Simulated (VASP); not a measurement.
Input of a VASP 6.6.1 run:

The input INCAR:

```
  PREC = Accurate
  ENCUT = 520
  EDIFF = 1E-8
  ISMEAR = -1
  SIGMA = 0.03
  LREAL = F
  LASPH = T
  NELM = 100
  ALGO = Normal
  ISIF = 2
  LWAVE = F
  LCHARG = F
  GGA = CA
  LEFG = T
  NBANDS = 12
```

File KPOINTS:

```
Automatic mesh
0
Gamma
  10 10 10
```

The input POSCAR:

```
LiF
1.0
    0.0000000000      2.0140000000      2.0542800000
    2.0140000000      0.0000000000      2.0542800000
    2.0140000000      2.0140000000      0.0000000000
Li F
1 1
Direct
    0.0000000000      0.0000000000      0.0000000000
    0.5000000000      0.5000000000      0.5000000000
```

Potentials or basis: VASP PAW LDA potentials, release 64 (Li_sv, F).

Run with:

```sh
$ cat potpaw_LDA.64/Li_sv/POTCAR potpaw_LDA.64/F/POTCAR > POTCAR
$ mpirun -np 1 vasp_std > vasp.out
```

Problem. Estimate the band gap on the k mesh.

Solution. 8.63 eV, direct.

Electric field gradients, principal values (V/Å²):
```
atom   least  middle  greatest (by size)
1 Li  -0.047  -0.051               0.099
 2 F  -0.341  -0.342               0.683
```

Caveat: the cell differs from its parent crystal (zz strain of +2 %); without QUAD_EFG the Cq values of the log hold for a quadrupole moment of 1 mb, not for the nuclei. A k mesh can miss the band edges.
